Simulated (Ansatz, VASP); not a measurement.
**PbSe: VASP beside Ansatz**

```
CELL_PARAMETERS angstrom
0.00000 2.88159 3.45791
2.88159 0.00000 3.45791
2.88159 2.88159 0.00000
ATOMIC_POSITIONS crystal
Pb 0.00000 0.00000 0.00000
Se 0.50000 0.50000 0.50000
```

Alike in both runs: task single point; functional LDA; k mesh 10 × 10 × 10; occupations gaussian, width 0.03 eV; no spin polarisation.

|  | VASP | Ansatz |
| --- | --- | --- |
| version | VASP 6.6.1 | Ansatz 0.2.0 |
| potentials or method | VASP PAW LDA potentials, release 64 (Pb_d, Se), cutoff 520 eV | scalar-relativistic, plane waves, PAW |
| valence electrons in the cell | 20 | 30 |

VASP gave:

| Item | Value |
| --- | --- |
| gap on the k mesh at the Fermi level (eV) | 0.12 |
| least direct gap on the mesh (eV) | 0.30 |
| pressure (GPa) | 2.2 |
| traceless stress, the component that is largest in VASP (GPa) | -10.13 |

Q: Estimate Ansatz's values.

A: gap on the k mesh at the Fermi level (eV): 0.13; least direct gap on the mesh (eV): 0.32; pressure (GPa): 2.1; traceless stress, the component that is largest in VASP (GPa): -9.99.

LDA's correlation is that of Perdew and Zunger in VASP and of Perdew and Wang (1992) in Ansatz. VASP's potentials hold 20 valence electrons a cell and Ansatz's 30, so a difference there can come from the potentials and not from the codes.

Neither program's run includes spin-orbit coupling.
